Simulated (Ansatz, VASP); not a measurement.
Ru8N: VASP beside Ansatz

```
Ru N
1.0
     5.39519    0.00000    0.00000
    -2.69759    4.67237    0.00000
     0.00000    0.00000   25.03831
Ru N
16 2
Cartesian
  1.3488 0.7787 4.0000
  0.0000 3.1149 4.0000
  4.0464 0.7787 4.0000
  2.6976 3.1149 4.0000
  0.0000 1.5575 6.1329
  -1.3488 3.8936 6.1329
  2.6976 1.5575 6.1329
  1.3488 3.8936 6.1329
  1.3488 0.7787 8.2619
  0.0000 3.1149 8.2619
  4.0464 0.7787 8.2619
  2.6976 3.1149 8.2619
  0.0000 1.5575 10.3383
  -1.3488 3.8936 10.3383
  2.6976 1.5575 10.3383
  1.3488 3.8936 10.3383
  0.0000 3.1149 13.9383
  0.0000 3.1149 15.0383
```

Alike in both runs: task single point; functional PBE; dispersion D3(BJ); k mesh 6 × 6 × 1; occupations gaussian, width 0.1 eV; no spin polarisation.

```csv
,VASP,Ansatz
version,VASP 6.6.1,Ansatz 0.2.0
potentials or method,"VASP PAW PBE potentials, release 64 (Ru_pv, N), cutoff 520 eV","scalar-relativistic, plane waves, PAW"
valence electrons in the cell,234,266
```

```tsv
	VASP	Ansatz	Ansatz less VASP
gap on the k mesh at the Fermi level (eV)	none	none	-
rms of the force components (eV/Å)	0.457	0.211	-0.2463
```

Atom by atom the forces differ by 0.345 eV/Å (rms over components). A gap of «none» marks a metal or a gap that the smearing closes. One of these differences is far larger than is usual between the two programs; its cause wasn't traced. VASP's potentials hold 234 valence electrons a cell and Ansatz's 266, so a difference there can come from the potentials and not from the codes.

Noted on VASP's run: the standard files for N, O and F lose accuracy on very short bonds.
